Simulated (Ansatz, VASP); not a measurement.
## CoGe3: VASP beside Ansatz

```
Ge Co
1.0
     3.99455    0.00000    0.00000
     0.00000    3.99455    0.00000
     0.00000    0.00000    3.99455
Ge Co
3 1
Direct
  0.00000 0.50000 0.50000
  0.50000 0.00000 0.50000
  0.50000 0.50000 0.00000
  0.00000 0.00000 0.00000
```

Alike in both runs: functional PBE; k mesh 6 × 6 × 6; occupations gaussian, width 0.1 eV; no spin polarisation.

Ansatz relaxed the structure, and its values are those at the end. VASP's run is a single point on that final structure, the one shown.

|  | VASP | Ansatz |
| --- | --- | --- |
| version | VASP 6.6.1 | Ansatz 0.2.0 |
| potentials or method | VASP PAW PBE potentials, release 64 (Ge_d, Co), cutoff 520 eV | scalar-relativistic, plane waves, PAW |
| valence electrons in the cell | 51 | 59 |

```tsv
	VASP	Ansatz	Ansatz less VASP
gap on the k mesh at the Fermi level (eV)	none	none	-
pressure (GPa)	0.4	0.3	-0.09
```

A gap of «none» marks a metal or a gap that the smearing closes. VASP's potentials hold 51 valence electrons a cell and Ansatz's 59, so a difference there can come from the potentials and not from the codes.
